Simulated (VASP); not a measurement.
# P (Imma) in VASP: single point with PBEsol

Aim: the single point of P with PBEsol.

All numbers are computed with VASP 6.6.1; they aren't measurements. Logs are shortened: lines on timing, memory, paths and dates and some standing lists are left out, and cuts for length are marked.

## Step 1: The cell of the first run

It takes space group Imma (No. 74, orthorhombic). Conventional cell: a = 3.383 Å, b = 5.030 Å, c = 3.718 Å, α = 90.00°, β = 90.00°, γ = 90.00°. Within 3.0 Å of P (site symmetry mm2) lie 6 P at 2.24 to 2.82 Å.

## Step 2: Single point, PBEsol

INCAR reads:

```
ALGO = Normal
EDIFF = 1E-7
ENCUT = 520
GGA = PS
ISIF = 2
ISMEAR = -1
LASPH = T
LCHARG = F
LREAL = F
LWAVE = F
NBANDS = 12
NELM = 100
PREC = Accurate
SIGMA = 0.05
```

KPOINTS reads:

```
k-points
0
Gamma
  8 8 8
```

POSCAR reads:

```
P
1.0
   -1.6915100400      2.5151650400      1.8589441400
    1.6915100400     -2.5151650400      1.8589441400
    1.6915100400      2.5151650400     -1.8589441400
P
2
Direct
    0.8033091100      0.0533091100      0.7500000000
    0.1966908900      0.9466908900      0.2500000000
```

Potentials or basis: VASP PAW PBE potentials, release 64 (P).

The run is started by

```bash
cat potpaw_PBE.64/P/POTCAR > POTCAR
mpirun -np 1 vasp_std > vasp.out
```

OUTCAR:

```text
EDIFF = 1E-7
   ENCUT = 520
   GGA = PS
   ISIF = 2
   ISMEAR = -1
   LASPH = T
   LREAL = F
   NELM = 100
   PREC = Accurate

 ion  position               nearest neighbor table
   1  0.803  0.053  0.750-   2 2.24   2 2.24   2 2.55   2 2.55   2 2.82   2 2.82
   2  0.197  0.947  0.250-   1 2.24   1 2.24   1 2.55   1 2.55   1 2.82   1 2.82

  LATTYP: Found a body centered orthorhombic cell.
 ALAT       =     3.3830200800
 B/A-ratio  =     1.0989849874
 C/A-ratio  =     1.4869347391

  Lattice vectors:

 A1 = (   1.6915100400,  -2.5151650400,  -1.8589441400)
 A2 = (  -1.6915100400,  -2.5151650400,   1.8589441400)
 A3 = (  -1.6915100400,   2.5151650400,  -1.8589441400)

Analysis of symmetry for initial positions (statically):
=====================================================================
 Subroutine PRICEL returns:
 Original cell was already a primitive cell.

 Routine SETGRP: Setting up the symmetry group for a
 body centered orthorhombic supercell.

 Subroutine GETGRP returns: Found  8 space group operations
 (whereof  4 operations were pure point group operations)
 out of a pool of  8 trial point group operations.

The static configuration has the point symmetry C_2h.
 The point group associated with its full space group is D_2h.

Analysis of symmetry for dynamics (positions and initial velocities):
=====================================================================
 Subroutine PRICEL returns:
 Original cell was already a primitive cell.

 Routine SETGRP: Setting up the symmetry group for a
 body centered orthorhombic supercell.

 Subroutine GETGRP returns: Found  8 space group operations
 (whereof  4 operations were pure point group operations)
 out of a pool of  8 trial point group operations.

The dynamic configuration has the point symmetry C_2h.
 The point group associated with its full space group is D_2h.

 Subroutine INISYM returns: Found  8 space group operations
 (whereof  4 operations are pure point group operations),
 and found     1 'primitive' translations

----------------------------------------------------------------------------------------

                                     Primitive cell

  volume of cell :      31.6350

  direct lattice vectors                    reciprocal lattice vectors
    -1.691510040  2.515165040  1.858944140     0.000000000  0.198794112  0.268969890
     1.691510040 -2.515165040  1.858944140     0.295593871  0.000000000  0.268969890
[... 89 lines left out ...]
   IBRION =     -1    ionic relax: 0-MD 1-quasi-New 2-CG
   NFREE  =      0    steps in history (QN), initial steepest desc. (CG)
   ISIF   =      2    stress and relaxation
   ISYM   =      2    0-nonsym 1-usesym 2-fastsym
   POTIM  = 0.5000    time-step for ionic-motion
   TEBEG  =    0.0;   TEEND  =   0.0 temperature during run
   PSTRESS=    0.0 pullay stress
   NELECT =      10.0000    total number of electrons
   NUPDOWN=      -1.0000    fix difference up-down
   EMIN   =  10.00;   EMAX   =-10.00  energy-range for DOS
   EFERMI =   0.00;   METHOD = LEGACY
   ISMEAR =    -1;   SIGMA  =   0.05  broadening in eV -4-tet -1-fermi 0-gaus
   EFERMI_NEDOS =   21; number of points for ismear=-14 and -15
   IALGO  =     38    algorithm
   IMIX   =      4    mixing-type and parameters
     AMIX     =   0.40;   BMIX     =  1.00
     AMIX_MAG =   1.60;   BMIX_MAG =  1.00
  volume/ion in A,a.u.               =      15.82       106.74
  Fermi-wavevector in a.u.,A,eV,Ry     =   1.115199  2.107421 16.921141  1.243669
  Thomas-Fermi vector in A             =   2.251801
   LORBIT       =      0    0 simple, 1 ext, 2 COOP (PROOUT), +10 PAW based schemes
   GGA     = PS    functional components
   LHFCALC =     F    Hartree Fock is set to
   AEXX    =    0.0000 exact exchange contribution
   IVDW    =     0    specifies the selected vdW correction
   LEPSILON=     F    determine dielectric tensor
   LRPA    =     F    only Hartree local field effects (RPA)
 non-spin polarized calculation
  energy-cutoff  :      520.00
  volume of cell :       31.63
 maximum number of plane-waves:       868
 NGX is ok and might be reduce to    28
   NGX = 13   NGY = 13   NGZ = 13

 number of electron      10.0000000 magnetization

 number of electron       9.9999999 magnetization

 Free energy of the ion-electron system (eV)
  ---------------------------------------------------
  ext. energy  EPLUGINS =         0.00000000
  ---------------------------------------------------
  free energy    TOTEN  =       -11.55698870 eV

  energy without entropy =      -11.55519244  energy(sigma->0) =      -11.55609057

 E-fermi :   9.0201     XC(G=0): -10.9684

 val. band max:        8.9788673271   @ k =   0.5000   0.5000   0.5000
 cond. band min:       9.0210781504   @ k =   0.2500   0.2500   0.2500
 fundamental gap:      0.0422108234
 Fermi energy:         9.0201196404

 k-point     1 :       0.0000    0.0000    0.0000
  band No.  band energies     occupation
      1      -7.4853      2.00000
      2       5.8308      2.00000
      3       5.9062      2.00000
      4       6.1036      2.00000
      5       6.7534      2.00000
      6      10.3623      0.00000
      7      11.2955      0.00000
      8      13.0938      0.00000
      9      14.0612      0.00000
     10      15.3463      0.00000
     11      15.7896      0.00000
     12      15.9235      0.00000
[... 331 lines left out ...]
 k-point    24 :       0.2500    0.3750    0.0000
  band No.  band energies     occupation
      1      -3.2338      2.00000
      2      -1.7206      2.00000
      3       1.1315      2.00000
      4       4.2234      2.00000
      5       5.3788      2.00000
      6      11.7035      0.00000
      7      12.6316      0.00000
      8      14.6376      0.00000
      9      16.8945      0.00000
     10      17.7317      0.00000
     11      19.3934      0.00000
     12      22.1922      0.00000

 [... further k-points ...]
[... 5 lines left out ...]
  --------------------------------------------------------------------------------------
  -------------------------------------------------------------------------------------
  Total       -0.0535458     -0.2029104     -0.2299273      0.0000000      0.0000000      0.0000000
  in kB       -2.7118699    -10.2765519    -11.6448477      0.0000000      0.0000000      0.0000000
  external PRESSURE =      -8.2110898 kB  Pullay stress =       0.0000000 kB

 VOLUME and BASIS-vectors are now :
 -----------------------------------------------------------------------------
  energy-cutoff  :      520.00
  volume of cell :       31.63
      direct lattice vectors                 reciprocal lattice vectors
    -1.691510040  2.515165040  1.858944140     0.000000000  0.198794112  0.268969890
     1.691510040 -2.515165040  1.858944140     0.295593871  0.000000000  0.268969890
     1.691510040  2.515165040 -1.858944140     0.295593871  0.198794112  0.000000000

 POSITION                                       TOTAL-FORCE (eV/Angst)
 -----------------------------------------------------------------------------------
      0.00000      3.77275      0.19820         0.000000      0.000000     -0.359007
      1.69151     -1.25758      1.66075        -0.000000     -0.000000      0.359007
 -----------------------------------------------------------------------------------
    total drift:                                0.000000     -0.000000     -0.000000

  FREE ENERGIE OF THE ION-ELECTRON SYSTEM (eV)
  ---------------------------------------------------
  free  energy   TOTEN  =       -11.5569886995 eV

  energy  without entropy=      -11.5551924397  energy(sigma->0) =      -11.55609057
```

OSZICAR:

```text
N       E                     dE             d eps       ncg     rms          rms(c)
DAV:   1     0.168691223091E+02    0.16869E+02   -0.44286E+03  2280   0.716E+02
DAV:   2    -0.106365607456E+02   -0.27506E+02   -0.26066E+02  3032   0.108E+02
DAV:   3    -0.116019997737E+02   -0.96544E+00   -0.96178E+00  2964   0.192E+01
DAV:   4    -0.116077175610E+02   -0.57178E-02   -0.57170E-02  2716   0.180E+00
DAV:   5    -0.116077621598E+02   -0.44599E-04   -0.44598E-04  3048   0.152E-01    0.687E+00
DAV:   6    -0.115739007403E+02    0.33861E-01   -0.10867E-02  2720   0.600E-01    0.406E+00
DAV:   7    -0.115570035726E+02    0.16897E-01   -0.19721E-02  2724   0.856E-01    0.948E-02
DAV:   8    -0.115569698663E+02    0.33706E-04   -0.23201E-03  2620   0.322E-01    0.826E-02
DAV:   9    -0.115569813418E+02   -0.11476E-04   -0.78176E-05  2880   0.613E-02    0.554E-02
DAV:  10    -0.115569883705E+02   -0.70287E-05   -0.65026E-06  2716   0.165E-02    0.139E-02
DAV:  11    -0.115569886003E+02   -0.22984E-06   -0.10363E-06  2836   0.674E-03    0.269E-03
DAV:  12    -0.115569886995E+02   -0.99127E-07   -0.76070E-08  1680   0.171E-03
   1 F= -.11556989E+02 E0= -.11556091E+02  d E =-.179626E-02
```

Run time: 29 s. Hardware: 1 thread of AMD EPYC 7R13 (Zen 3), shared host; peak memory 0.13 GiB.

Results:

```
Free energy            : -11.5570 eV
Pressure               : -0.8 GPa
Largest force          : 0.359 eV/Å
Band gap on the k mesh : zero (band 5 reaches 9.28 eV, above the bottom of band 6 at 8.64 eV)
```

Forces on the atoms (eV/Å):
```
P    0.000  0.000 -0.359
P    0.000  0.000  0.359
```

Levels at points of the mesh, in eV from the Fermi level:
```
           k point  band 3  band 4  band 5  band 6  band 7  band 8
(0.00, 0.00, 0.00)   -3.11   -2.92   -2.27    1.34    2.28    4.07
(0.50, 0.00, 0.00)   -3.31   -1.86   -1.66    0.28    0.69    1.76
(0.00, 0.50, 0.00)   -6.57   -5.55   -5.25    0.19    6.78    7.06
(0.50, 0.50, 0.00)   -3.48   -3.48   -0.16   -0.16    0.09    0.09
(0.50, 0.50, 0.50)   -7.93   -5.38   -5.19   -0.04    6.53    8.37
```

Caveat: the PAW data sets were made with another functional, which shifts forces and pressure a little.
